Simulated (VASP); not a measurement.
Set up this calculation in VASP 6.6.1, as the native input.

- Task: single point
- Functional: PBE
- Potentials or basis: VASP PAW PBE potentials, release 64 (Sm_3, Ag, Te), 4f in core
- Cutoff: 500 eV
- k mesh: 6 × 6 × 6
- Occupations: gaussian, width 0.02 eV
- Spin: no spin polarisation
- Dipole correction: no
- Mended: yes
- Further INCAR settings: ALGO = Normal; EDIFF = 1e-06; NBANDS = 25

The structure of SmAgTe2 lies in POSCAR:

```
SmAgTe2
1.0
    2.2206006220      1.2820643669      6.8787416646
   -2.2206006220      1.2820643669      6.8787416646
    0.0000000000     -2.5641287337      6.8787416646
Sm Ag Te
1 1 2
Direct
    0.0000000000      0.0000000000      0.0000000000
    0.5000000000      0.5000000000      0.5000000000
    0.2463177105      0.2463177105      0.2463177105
    0.7536822895      0.7536822895      0.7536822895
```

One way to write it, as run:

INCAR

```
PREC     = Accurate       # precision mode
ENCUT    = 500            # plane-wave cutoff, eV
EDIFF    = 1E-6           # SCF threshold, eV
ISMEAR   = 0              # smearing method
SIGMA    = 0.02           # smearing width, eV
LREAL    = False          # projectors in reciprocal space
LASPH    = True           # aspherical terms in the spheres
NELM     = 200            # most SCF steps
ALGO     = Normal         # electronic algorithm
ISIF     = 2              # what is computed and relaxed
LWAVE    = False          # write WAVECAR
LCHARG   = False          # write CHGCAR
GGA      = PE             # functional
NBANDS   = 25             # bands
GGA_COMPAT= False        
LMAXMIX  = 6              # l up to which the mixer works
```

KPOINTS

```
Automatic mesh
0
Gamma
  6 6 6
```

Potentials or basis: VASP PAW PBE potentials, release 64 (Sm_3, Ag, Te), 4f in core.

Command:

```sh
$ cat potpaw_PBE.64/Sm_3/POTCAR potpaw_PBE.64/Ag/POTCAR potpaw_PBE.64/Te/POTCAR > POTCAR
$ mpirun -np 1 vasp_std > vasp.out
```

It gave:

The pressure is 1.7 GPa. The largest force is 0.034 eV/Å and the band gap on the k mesh is 0.75 eV (least direct gap 1.53 eV).

Caveat: spin-orbit coupling is left out, which moves the levels of the heavy elements; the 4f electrons are frozen in the core, so they carry no moment and show no levels.

Wall time 91 s on 1 thread of Intel(R) Xeon(R) 6975P-C (Granite Rapids), on a shared host, peak memory 0.43 GiB.
